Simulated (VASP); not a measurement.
A run of VASP 6.6.1 is set up as follows.

INCAR

```
PREC = Accurate
ENCUT = 520
EDIFF = 1E-7
ISMEAR = 0
SIGMA = 0.15
LREAL = False
LASPH = True
NELM = 60
ALGO = Normal
ISIF = 2
LWAVE = False
LCHARG = True
GGA = PS
LELF = True
LVHAR = True
NBANDS = 15
```

File KPOINTS:

```
Automatic mesh
0
Gamma
  21 21 18
```

The input POSCAR:

```
TaN
1.0
    2.9913646176      0.0000000000      0.0000000000
   -1.4956823088      2.5905977508      0.0000000000
    0.0000000000      0.0000000000      3.1819145437
Ta N
1 1
Direct
    0.3333333333      0.6666666667      0.5000000000
    0.0000000000      0.0000000000      0.0000000000
```

Potentials or basis: VASP PAW PBE potentials, release 64 (Ta_pv, N).

Launch:

```console
$ cat potpaw_PBE.64/Ta_pv/POTCAR potpaw_PBE.64/N/POTCAR > POTCAR
$ mpirun -np 1 vasp_std > vasp.out
```

Problem. Predict the band gap on the k mesh.

Solution. Zero (bands 8 and 9 overlap by 0.40 eV).

Problem. Estimate the pressure.

Solution. -38.8 GPa.

Stress tensor (GPa, compression positive):
```
-24.69   0.00   0.00
  0.00 -24.69   0.00
  0.00   0.00 -66.88
```

Caveat: the stress differs along the axes, from -67 to -25 GPa; the PAW data sets were made with another functional, which shifts forces and pressure a little; spin-orbit coupling is left out, which moves the levels of the heavy elements.
